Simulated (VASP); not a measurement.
InSe: single point with PBEsol

The system is InSe.

```
In Se
1.0
     5.87493   -2.05527   -0.00529
     5.87493    2.05527   -0.00529
    -1.60512    0.00000    4.27209
In Se
2 2
Direct
  0.88580 0.88580 0.02905
  0.11420 0.11420 0.97095
  0.63397 0.63397 0.60233
  0.34528 0.34528 0.36251
```

This cell differs from its parent crystal: atom 3 (Se) moved -0.240 Å towards its neighbour atom 1 (In) at 2.673 Å.

```json
{
 "Program": "VASP 6.6.1",
 "Task": "single point",
 "Functional": "PBEsol",
 "Potentials or basis": "VASP PAW PBE potentials, release 64 (In_d, Se)",
 "Cutoff": "520 eV",
 "k mesh": "8 × 8 × 6",
 "Occupations": "gaussian, width 0.05 eV",
 "Spin": "no spin polarisation"
}
```

The pressure is -0.9 GPa, the largest force is 1.006 eV/Å and the band gap on the k mesh is 0.32 eV (least direct gap 0.71 eV).

Forces in eV/Å, atoms in the order of the input:
```
In  -0.404  0.000 -0.385
In   0.063  0.000 -0.130
Se   0.686  0.000  0.736
Se  -0.344  0.000 -0.221
```

Stress tensor (GPa, compression positive):
```
-0.19  0.00 -1.29
 0.00 -0.45  0.00
-1.29  0.00 -2.10
```

Levels at points of the mesh, in eV from the valence-band top:
| k point | band 16 | band 17 | band 18 | band 19 | band 20 | band 21 | band 22 | band 23 |
| --- | --- | --- | --- | --- | --- | --- | --- | --- |
| (0.00, 0.00, 0.00) | -2.55 | -2.20 | -2.15 | -1.75 | 2.35 | 3.55 | 3.82 | 4.63 |
| (0.50, 0.00, 0.00) | -2.20 | -1.60 | -1.23 | -0.97 | 1.42 | 2.29 | 2.91 | 3.23 |
| (0.50, 0.50, 0.00) | -2.45 | -1.50 | -0.96 | -0.78 | 0.96 | 2.66 | 2.77 | 4.51 |
| (0.00, 0.00, 0.50) | -1.90 | -1.67 | -1.17 | -0.01 | 0.71 | 2.42 | 3.08 | 3.34 |
| (0.50, 0.00, 0.50) | -3.63 | -2.75 | -2.47 | -2.06 | 1.92 | 3.12 | 4.04 | 4.58 |
| (0.50, 0.50, 0.50) | -1.75 | -1.40 | -1.04 | -0.19 | 1.72 | 2.82 | 3.23 | 3.61 |

It took 11 min on 1 thread of Oxide Virtual Turin-like Processor, on a shared host, peak memory 0.43 GiB.

Caveat: the cell differs from its parent crystal (atom 3 (Se) moved -0.240 Å towards its neighbour atom 1 (In) at 2.673 Å); semilocal functionals underestimate gaps, and a narrow one can read as zero; the PAW data sets were made with another functional, which shifts forces and pressure a little; spin-orbit coupling is left out, which moves the levels of the heavy elements. A k mesh can miss the band edges.
